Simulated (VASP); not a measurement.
Here is a VASP 6.6.1 calculation.

Contents of INCAR:

```
PREC = Accurate ; ENCUT = 520
EDIFF = 1E-7 ; ISMEAR = 0
SIGMA = 0.05 ; LREAL = F
LASPH = T ; NELM = 80
ALGO = Normal ; ISIF = 2
LWAVE = F ; LCHARG = T
GGA = CA ; LELF = T
LVHAR = T ; NBANDS = 15
```

The input KPOINTS:

```
regular mesh
0
Gamma
  6 6 6
```

The input POSCAR:

```
BaTe
1.0
    4.1559043500      0.0000000000      0.0000000000
    0.0000000000      4.1559043500      0.0000000000
    0.0000000000      0.0000000000      4.4755893000
Ba Te
1 1
Direct
    0.0000000000      0.0000000000      0.0000000000
    0.5000000000      0.5000000000      0.5000000000
```

Potentials or basis: VASP PAW LDA potentials, release 64 (Ba_sv, Te).

Run with:

```console
$ cat potpaw_LDA.64/Ba_sv/POTCAR potpaw_LDA.64/Te/POTCAR > POTCAR
$ mpirun -np 1 vasp_std > vasp.out
```

Q: Estimate the band gap on the k mesh.

A: 0.32 eV, indirect (least direct gap 0.50 eV).

Q: What does it give for the pressure?

A: -2.8 GPa.

Stress tensor (GPa, compression positive):
```
-1.04  0.00  0.00
 0.00 -1.04  0.00
 0.00  0.00 -6.27
```

Caveat: the cell differs from its parent crystal (strain -0.025 along x and y, +0.050 along z); spin-orbit coupling is left out, which moves the levels of the heavy elements. A k mesh can miss the band edges.
